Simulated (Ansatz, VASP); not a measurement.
AlN in VASP and in Ansatz

```
Al N
1.0
     3.22230    0.00000    0.00000
    -1.61115    2.79059    0.00000
     0.00000    0.00000    4.26550
Al N
2 2
Direct
  0.33333 0.66667 0.75000
  0.66667 0.33333 0.25000
  0.33333 0.66667 0.25000
  0.66667 0.33333 0.75000
```

Alike in both runs: task single point; functional PBEsol; k mesh 9 × 9 × 6; occupations gaussian, width 0.05 eV; no spin polarisation.

|  | VASP | Ansatz |
| --- | --- | --- |
| version | VASP 6.6.1 | Ansatz 0.2.0 |
| potentials or method | VASP PAW PBE potentials, release 64 (Al, N), cutoff 520 eV | scalar-relativistic, plane waves, PAW |
| valence electrons in the cell | 16 | 16 |

Ansatz gave:

```
gap on the k mesh at the Fermi level (eV)                     : 3.35
least direct gap on the mesh (eV)                             : 3.35
pressure (GPa)                                                : 6.7
traceless stress, the component that is largest in VASP (GPa) : -8.42
```

Which values does VASP return?

gap on the k mesh at the Fermi level (eV): 3.36; least direct gap on the mesh (eV): 3.36; pressure (GPa): 6.7; traceless stress, the component that is largest in VASP (GPa): -8.53.

VASP's potentials were made for PBE, not for PBEsol. With one functional, cell and mesh, what is left measures potentials, basis and numerics.
